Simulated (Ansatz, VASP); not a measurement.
**TiAl in VASP and in Ansatz**

```
Ti Al
1.0
     2.84802    0.00000    0.00000
    -1.42401    2.46646    0.00000
     0.00000    0.00000    4.64669
Ti Al
1 1
Direct
  0.00000 0.00000 0.00000
  0.33333 0.66667 0.50000
```

Change from the starting cell: volume scaled by 0.98.

Alike in both runs: task single point; functional LDA; k mesh 11 × 11 × 6; occupations fermi-dirac, width 0.05 eV; no spin polarisation.

|  | VASP | Ansatz |
| --- | --- | --- |
| version | VASP 6.6.1 | Ansatz 0.2.0 |
| potentials or method | VASP PAW LDA potentials, release 64 (Ti_sv, Al), cutoff 520 eV | all-electron LAPW, scalar-relativistic |

Ansatz gave:

```
gap on the k mesh at the Fermi level (eV)                     : none
pressure (GPa)                                                : -4.2
traceless stress, the component that is largest in VASP (GPa) : -0.63
```

Problem. Estimate VASP's values.

Solution. gap on the k mesh at the Fermi level (eV): none; pressure (GPa): -4.1; traceless stress, the component that is largest in VASP (GPa): -0.57.

LDA's correlation is that of Perdew and Zunger in VASP and of Perdew and Wang (1992) in Ansatz. A gap of «none» marks a metal or a gap that the smearing closes. Ansatz ran all-electron here, and VASP with PAW potentials.
